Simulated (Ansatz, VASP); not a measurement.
## One calculation of Pd, two programs

```
Pd
1.0
     2.85859    0.00000    0.00000
    -1.42929    2.47561    0.00000
     0.00000    0.00000    4.80056
Pd
2
Cartesian
  0.0000 1.6504 1.2001
  1.4293 0.8252 3.6004
```

Alike in both runs: task single point; functional revPBE; k mesh 15 × 15 × 8; occupations fermi-dirac, width 0.05 eV; collinear spin.

|  | VASP | Ansatz |
| --- | --- | --- |
| version | VASP 6.6.1 | Ansatz 0.2.0 |
| potentials or method | VASP PAW PBE potentials, release 64 (Pd), cutoff 520 eV | plane waves (420 eV) with PAW, scalar-relativistic |
| valence electrons in the cell | 20 | 36 |

```tsv
	VASP	Ansatz	Ansatz less VASP
pressure (GPa)	-9.4	-9.2	+0.16
traceless stress, the component that is largest in VASP (GPa)	-0.56	-0.52	+0.036
net moment per atom (μB)	0.38	0.38	0.000
size of the moment on the site where the two differ most (μB)	0.39	0.39	+0.007
```

VASP's potentials were made for PBE, not for revPBE. Site moments also hang on the region over which each program counts them. The functional is the same, so the differences come from potentials, cutoffs and numerics. VASP's potentials hold 20 valence electrons a cell and Ansatz's 36, so a difference there can come from the potentials and not from the codes.
